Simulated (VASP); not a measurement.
Here is a VASP 6.6.1 calculation.

INCAR

```
SYSTEM = P
  PREC = Accurate
  ENCUT = 520
  EDIFF = 1E-7
  ISMEAR = 0
  SIGMA = 0.15
  LREAL = .False.
  LASPH = .True.
  NELM = 60
  ALGO = Normal
  ISIF = 2
  LWAVE = .False.
  LCHARG = .False.
  GGA = PS
  IVDW = 12
  NBANDS = 8
```

KPOINTS

```
regular mesh
0
Gamma
  12 12 12
  0 0 0
```

Contents of POSCAR:

```
P
1.0
    4.1447177117      0.0000000000      0.0000000000
    0.0000000000      4.1447177117      0.0000000000
    0.0000000000      0.0000000000      4.2466600000
P
1
Direct
    0.0000000000      0.0000000000      0.0000000000
```

Potentials or basis: VASP PAW PBE potentials, release 64 (P).

Launch:

```bash
$ cat potpaw_PBE.64/P/POTCAR > POTCAR
$ mpirun -np 1 vasp_std > vasp.out
```

Question: What does it give for the pressure?

Answer: -4.9 GPa.

Question: Estimate the dispersion energy per atom.

Answer: -0.090 eV.

Stress tensor (GPa, compression positive):
```
-5.10  0.00  0.00
 0.00 -5.10  0.00
 0.00  0.00 -4.63
```

Caveat: the cell differs from its parent crystal (strain -0.030 along x and y, -0.030 along z); the cell stands under tension; the nearest neighbours stand farther apart than a usual bond; the PAW data sets were made with another functional, which shifts forces and pressure a little; an odd number of electrons without spin polarisation forces a metal; a magnetic or distorted state may lie lower.
